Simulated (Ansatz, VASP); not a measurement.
## AlAs in VASP and in Ansatz

```xyz
2
Lattice="0.0000 2.8379 2.8379 2.8379 0.0000 2.8379 2.8379 2.8379 0.0000" Properties=species:S:1:pos:R:3 pbc="T T T"
Al    0.0000    0.0000    0.0000
As    1.4190    1.4190    1.4190
```

Alike in both runs: task relaxation of cell and atoms; functional PBE; k mesh 8 × 8 × 8; occupations gaussian, width 0.02 eV; no spin polarisation.

|  | VASP | Ansatz |
| --- | --- | --- |
| version | VASP 6.6.1 | Ansatz 0.2.0 |
| potentials or method | VASP PAW PBE potentials, release 64 (Al, As), cutoff 600 eV | scalar-relativistic, plane waves, PAW |
| valence electrons in the cell | 8 | 18 |

Ansatz gave:

```
gap on the k mesh at the Fermi level, each at its own relaxed structure (eV) : 1.50
relaxed volume (Å³/atom)                                                     : 23.49
relaxed cell length with the largest relative difference (Å)                 : 4.050
```

Q: What did VASP give for the same quantities?

A: gap on the k mesh at the Fermi level, each at its own relaxed structure (eV): 1.50; relaxed volume (Å³/atom): 23.55; relaxed cell length with the largest relative difference (Å): 4.054.

VASP's potentials hold 8 valence electrons a cell and Ansatz's 18, so a difference there can come from the potentials and not from the codes.
